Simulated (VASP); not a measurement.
# GaN: vibrations by perturbation theory with PBEsol

Crystal: GaN.

```
CELL_PARAMETERS angstrom
0.00000 2.21031 2.21031
2.21031 0.00000 2.21031
2.21031 2.21031 0.00000
ATOMIC_POSITIONS crystal
Ga 0.00000 0.00000 0.00000
N 0.75000 0.75000 0.75000
```

| Quantity | Value |
| --- | --- |
| Program | VASP 6.6.1 |
| Task | vibrations by perturbation theory |
| Functional | PBEsol |
| Potentials or basis | VASP PAW PBE potentials, release 64 (Ga_d, N) |
| Cutoff | 520 eV |
| k mesh | 10 × 10 × 10 |
| Occupations | gaussian, width 0.01 eV |
| Spin | no spin polarisation |
| Dipole correction | no |
| Further INCAR settings | ALGO = Normal; EDIFF = 1e-08; NBANDS = 16; IBRION = 8; NSW = 1 |

- Electronic dielectric tensor (diagonal): 5.70
- Born charges (mean of the diagonal): Ga +2.62; N -2.62 e
- Highest phonon frequency at Γ, LO-TO splitting left out: 576 cm⁻¹

Phonon frequencies in cm⁻¹ (negative: imaginary):
```
              q point        frequencies
(0.000, 0.000, 0.000)  0 0 0 576 576 576
```

Electronic dielectric tensor:
```
5.70 0.00 0.00
0.00 5.70 0.00
0.00 0.00 5.70
```

Born effective charge tensors (e):
atom 1, Ga
```
2.62 0.00 0.00
0.00 2.62 0.00
0.00 0.00 2.62
```
atom 2, N
```
-2.62  0.00  0.00
 0.00 -2.62  0.00
 0.00  0.00 -2.62
```

It took 2.7 min on 1 thread of Intel(R) Xeon(R) 6975P-C (Granite Rapids), with other jobs on the host, peak memory 0.26 GiB.

Caveat: the cell wasn't relaxed at this level first, which shifts response properties.
